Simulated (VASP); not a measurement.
Set up this calculation in VASP 6.6.1, as the native input.

```
Task                   : single point
Functional             : r2SCAN
Potentials or basis    : VASP PAW PBE potentials, release 64 (Pt, S)
Cutoff                 : 520 eV
k mesh                 : 12 × 12 × 6
Occupations            : gaussian, width 0.01 eV
Spin                   : no spin polarisation
Dipole correction      : no
Further INCAR settings : ALGO = Normal; EDIFF = 1e-06; NBANDS = 18
```

Crystal: PtS2.

```
CELL_PARAMETERS angstrom
3.45741 0.00000 0.00000
-1.72871 2.99421 0.00000
0.00000 0.00000 4.98554
ATOMIC_POSITIONS crystal
Pt 0.00000 0.00000 0.00000
S 0.33333 0.66667 0.25398
S 0.66667 0.33333 0.74602
```

This cell differs from its parent crystal: strain -2.7%.

The input as run:

POSCAR

```
PtS2
1.0
    3.4574137688      0.0000000000      0.0000000000
   -1.7287068844      2.9942081552      0.0000000000
    0.0000000000      0.0000000000      4.9855387530
Pt S
1 2
Direct
    0.0000000000      0.0000000000      0.0000000000
    0.3333333333      0.6666666667      0.2539826230
    0.6666666667      0.3333333333      0.7460173770
```

INCAR.step1

```
ALGO = Normal
EDIFF = 1E-4
ENCUT = 520
GGA = PE
ISMEAR = 0
LASPH = T
LCHARG = F
LREAL = F
LWAVE = T
NBANDS = 18
NELM = 60
PREC = Accurate
SIGMA = 0.01
```

INCAR.step2

```
ALGO = Normal
EDIFF = 1E-6
ENCUT = 520
ISIF = 2
ISMEAR = 0
ISTART = 1
LASPH = T
LCHARG = F
LMIXTAU = T
LREAL = F
LWAVE = F
METAGGA = R2SCAN
NBANDS = 18
NELM = 60
PREC = Accurate
SIGMA = 0.01
```

KPOINTS

```
k-points
0
Gamma
  12 12 6
```

Potentials or basis: VASP PAW PBE potentials, release 64 (Pt, S).

Launch:

```bash
$ cat potpaw_PBE.64/Pt/POTCAR potpaw_PBE.64/S/POTCAR > POTCAR
$ cp INCAR.step1 INCAR
$ mpirun -np 1 vasp_std > vasp.out
$ cp INCAR.step2 INCAR
$ mpirun -np 1 vasp_std > vasp.out
```

Results of the run:

```
Pressure               : 8.8 GPa
Largest force          : 0.048 eV/Å
Band gap on the k mesh : 0.71 eV, indirect (least direct gap 0.98 eV)
```

Caveat: the cell differs from its parent crystal (strain -2.7%); the PAW data sets were made with another functional, which shifts forces and pressure a little; spin-orbit coupling is left out, which moves the levels of the heavy elements.

Wall time 3.9 min on 1 thread of Intel Xeon 6975P-C (shared host), peak memory 0.24 GiB.
